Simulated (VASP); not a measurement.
# AlNi (P1) in VASP: a series of runs, part 2 of 2

VASP 6.6.1.

## 3. Single point, PBE, collinear spin, ferromagnetic start

This run uses another cell than the first one, of 11.93 Å³/atom.

Input file INCAR:

```
  PREC = Accurate
  ENCUT = 520
  EDIFF = 1E-7
  ISMEAR = -1
  SIGMA = 0.1
  LREAL = False
  LASPH = True
  NELM = 150
  ALGO = Normal
  ISIF = 2
  LWAVE = False
  LCHARG = False
  ISPIN = 2
  MAGMOM = 0 1
  LORBIT = 11
  LMAXMIX = 4
  GGA = PE
  NBANDS = 18
```

Input file KPOINTS:

```
regular mesh
0
Gamma
  7 7 7
```

Input file POSCAR:

```
AlNi
1.0
    2.8464400000     -0.0132800000     -0.0236700000
   -0.0132800000      2.8658200000     -0.0001300000
   -0.0236700000     -0.0001300000      2.9247500000
Al Ni
1 1
Direct
    0.9994100000      0.0032500000      0.0032900000
    0.5028600000      0.4880900000      0.5061600000
```

Potentials or basis: VASP PAW PBE potentials, release 64 (Al, Ni).

Command:

```
cat potpaw_PBE.64/Al/POTCAR potpaw_PBE.64/Ni/POTCAR > POTCAR
mpirun -np 1 vasp_std > vasp.out
```

Run time: 41 s. Hardware: 1 thread of Intel Xeon 6975P-C (Granite Rapids), shared host; peak memory 0.23 GiB.

It converged, with:

```yaml
Free_energy: -10.5487 eV
Pressure: 2.6 GPa
Largest_force: 0.269 eV/Å
Net_moment: 0.00 μB per cell
Valence_electrons_inside_the_program's_atomic_spheres: Al 0.80; Ni 9.47
```

Forces on the atoms (eV/Å):
```
Al   0.053 -0.259  0.055
Ni  -0.053  0.259 -0.055
```

Stress tensor (GPa, compression positive):
```
3.85 0.99 1.92
0.99 2.87 0.04
1.92 0.04 1.19
```

Levels at points of the mesh, in eV from the Fermi level:
Spin up:
```csv
k point,band 5,band 6,band 7,band 8,band 9,band 10
"(0.00, 0.00, 0.00)",-1.67,-1.60,4.82,5.54,5.80,7.89
```
Spin down:
```csv
k point,band 5,band 6,band 7,band 8,band 9,band 10
"(0.00, 0.00, 0.00)",-1.67,-1.60,4.82,5.54,5.80,7.89
```

## 4. Single point, PBE, collinear spin, ferromagnetic start

This run uses another cell than the first one, of 11.93 Å³/atom.

Input file INCAR:

```
SYSTEM = AlNi
PREC     = Accurate       ! precision mode
ENCUT    = 520            ! plane-wave cutoff, eV
EDIFF    = 1E-7           ! SCF threshold, eV
ISMEAR   = -1             ! smearing method
SIGMA    = 0.1            ! smearing width, eV
LREAL    = .False.        ! projectors in reciprocal space
LASPH    = .True.         ! aspherical terms in the spheres
NELM     = 150            ! most SCF steps
ALGO     = Normal         ! electronic algorithm
ISIF     = 2              ! what is computed and relaxed
LWAVE    = .False.        ! write WAVECAR
LCHARG   = .True.         ! write CHGCAR
ISPIN    = 2              ! spin polarisation
MAGMOM   = 0 1            ! initial moments
LORBIT   = 11             ! projections on sites
LMAXMIX  = 4              ! l up to which the mixer works
GGA      = PE             ! functional
LELF     = .True.         ! ELF
LVHAR    = .True.       
NBANDS   = 18             ! bands
```

Input file KPOINTS:

```
regular mesh
0
Gamma
  7 7 7
  0 0 0
```

Changes to POSCAR since step 3:

```diff
@@ -9,2 +9,2 @@
     0.9994100000      0.0032500000      0.0032900000
-    0.5028600000      0.4880900000      0.5061600000
+    0.5042653891      0.4880965130      0.5061713741
```

Command:

```
cat potpaw_PBE.64/Al/POTCAR potpaw_PBE.64/Ni/POTCAR > POTCAR
mpirun -np 1 vasp_std > vasp.out
```

It took 45 s on 1 thread of Intel Xeon 6975P-C (Granite Rapids), shared host; peak memory 0.23 GiB.

The run converged. Its results:

- Free energy: -10.5484 eV
- Pressure: 2.6 GPa
- Largest force: 0.275 eV/Å
- Net moment: 0.00 μB per cell
- Valence electrons inside the program's atomic spheres: Al 0.80; Ni 9.47

Forces on the atoms (eV/Å):
```
Al   0.077 -0.258  0.057
Ni  -0.077  0.258 -0.057
```

Stress tensor (GPa, compression positive):
```
3.86 0.97 1.93
0.97 2.88 0.04
1.93 0.04 1.20
```

Levels at points of the mesh, in eV from the Fermi level:
Spin up:
| k point | band 3 | band 4 | band 5 | band 6 | band 7 | band 8 | band 9 | band 10 | band 11 | band 12 |
| --- | --- | --- | --- | --- | --- | --- | --- | --- | --- | --- |
| (0.00, 0.00, 0.00) | -3.34 | -1.70 | -1.67 | -1.60 | 4.82 | 5.54 | 5.80 | 7.89 | 8.11 | 13.67 |
Spin down:
```csv
k point,band 4,band 5,band 6,band 7,band 8,band 9,band 10,band 11
"(0.00, 0.00, 0.00)",-1.70,-1.67,-1.60,4.82,5.54,5.80,7.89,8.11
```

## 5. Single point, PBE, collinear spin, ferromagnetic start

This run uses another cell than the first one, of 11.93 Å³/atom.

Input file INCAR:

```
PREC = Accurate
ENCUT = 520
EDIFF = 1E-6
ISMEAR = -1
SIGMA = 0.1
LREAL = F
LASPH = T
NELM = 150
ALGO = Normal
ISIF = 2
LWAVE = F
LCHARG = T
ISPIN = 2
MAGMOM = 0 1
LORBIT = 11
LMAXMIX = 4
GGA = PE
LELF = T
LVHAR = T
NBANDS = 18
```

Input file KPOINTS:

```
Automatic mesh
0
Gamma
  7 7 7
```

Changes to POSCAR since step 4:

```diff
@@ -9,2 +9,2 @@
     0.9994100000      0.0032500000      0.0032900000
-    0.5042653891      0.4880965130      0.5061713741
+    0.5014546109      0.4880834870      0.5061486259
```

Potentials or basis: VASP PAW PBE potentials, release 64 (Al, Ni).

Command:

```
cat potpaw_PBE.64/Al/POTCAR potpaw_PBE.64/Ni/POTCAR > POTCAR
mpirun -np 1 vasp_std > vasp.out
```

OUTCAR:

```text
PREC = Accurate
   ENCUT = 520
   EDIFF = 1E-6
   ISMEAR = -1
   LREAL = F
   LASPH = T
   NELM = 150
   ISIF = 2
   ISPIN = 2
   LORBIT = 11
   GGA = PE

 ion  position               nearest neighbor table
   1  0.999  0.003  0.003-   2 2.45   2 2.46   2 2.47   2 2.49   2 2.49   2 2.52   2 2.53   2 2.54

   2  0.501  0.488  0.506-   1 2.45   1 2.46   1 2.47   1 2.49   1 2.49   1 2.52   1 2.53   1 2.54

  LATTYP: Found a triclinic cell.
 ALAT       =     4.0477741374
 B/A-ratio  =     0.7225812713
 C/A-ratio  =     0.7080065920
 COS(alpha) =     0.0000523058
 COS(beta)  =     0.0065769043
 COS(gamma) =     0.7110430491

  Lattice vectors:

 A1 = (   2.8227700000,  -0.0134100000,   2.9010800000)
 A2 = (  -0.0236700000,  -0.0001300000,   2.9247500000)
 A3 = (   0.0132800000,  -2.8658200000,   0.0001300000)

Analysis of symmetry for initial positions (statically):
=====================================================================
[... 710 lines left out ...]
      4       8.4839      1.00000
      5       8.5176      1.00000
      6       8.5804      1.00000
[... 493 lines left out ...]
     17      31.5540      0.00000
     18      34.8162      0.00000

 [... further k-points ...]

------------------------ aborting loop because EDIFF is reached ----------------------------------------

  FORCE on cell =-STRESS in cart. coord.  units (eV):
  Direction    XX          YY          ZZ          XY          YZ          ZX
  --------------------------------------------------------------------------------------
  -------------------------------------------------------------------------------------
  Total        0.5727049      0.4257127      0.1755282      0.1511405      0.0062931      0.2857501
  in kB       38.4627562     28.5907896     11.7884410     10.1505671      0.4226423     19.1909224
  external PRESSURE =      26.2806623 kB  Pullay stress =       0.0000000 kB

 VOLUME and BASIS-vectors are now :
 -----------------------------------------------------------------------------
  energy-cutoff  :      520.00
  volume of cell :       23.86
      direct lattice vectors                 reciprocal lattice vectors
     2.846440000 -0.013280000 -0.023670000     0.351347272  0.001628247  0.002843526
    -0.013280000  2.865820000 -0.000130000     0.001628247  0.348947815  0.000028688
    -0.023670000 -0.000130000  2.924750000     0.002843526  0.000028688  0.341932579

 POSITION                                       TOTAL-FORCE (eV/Angst)
 -----------------------------------------------------------------------------------
      2.84464     -0.00396     -0.01403         0.028747     -0.259460      0.052927
      1.40890      1.39203      1.46843        -0.028747      0.259460     -0.052927
 -----------------------------------------------------------------------------------
    total drift:                               -0.000138     -0.000094     -0.000067

  FREE ENERGIE OF THE ION-ELECTRON SYSTEM (eV)
  ---------------------------------------------------
  free  energy   TOTEN  =       -10.5488478247 eV

  energy  without entropy=      -10.5285434168  energy(sigma->0) =      -10.53869562

 total charge

# of ion       s       p       d       tot
------------------------------------------
    1        0.385   0.415   0.000   0.800
    2        0.477   0.516   8.480   9.473
--------------------------------------------------
tot          0.862   0.931   8.480  10.272

 magnetization (x)

# of ion       s       p       d       tot
------------------------------------------
    1        0.000  -0.000   0.000  -0.000
    2       -0.000  -0.000   0.000   0.000
--------------------------------------------------
tot          0.000  -0.000   0.000   0.000
```

Run time: 41 s. Hardware: 1 thread of Intel Xeon 6975P-C (Granite Rapids), shared host; peak memory 0.23 GiB.

Results:

| Quantity | Value |
| --- | --- |
| Free energy | -10.5488 eV |
| Pressure | 2.6 GPa |
| Largest force | 0.266 eV/Å |
| Net moment | 0.00 μB per cell |
| Valence electrons inside the program's atomic spheres | Al 0.80; Ni 9.47 |

Forces on the atoms (eV/Å):
```
Al   0.029 -0.259  0.053
Ni  -0.029  0.259 -0.053
```

Levels at points of the mesh, in eV from the Fermi level:
Spin up:
| k point | band 4 | band 5 | band 6 | band 7 | band 8 | band 9 | band 10 | band 11 |
| --- | --- | --- | --- | --- | --- | --- | --- | --- |
| (0.00, 0.00, 0.00) | -1.70 | -1.67 | -1.60 | 4.82 | 5.54 | 5.80 | 7.89 | 8.11 |
Spin down:
```tsv
k point	band 3	band 4	band 5	band 6	band 7	band 8	band 9	band 10	band 11	band 12
(0.00, 0.00, 0.00)	-3.34	-1.70	-1.67	-1.60	4.82	5.54	5.80	7.89	8.11	13.67
```
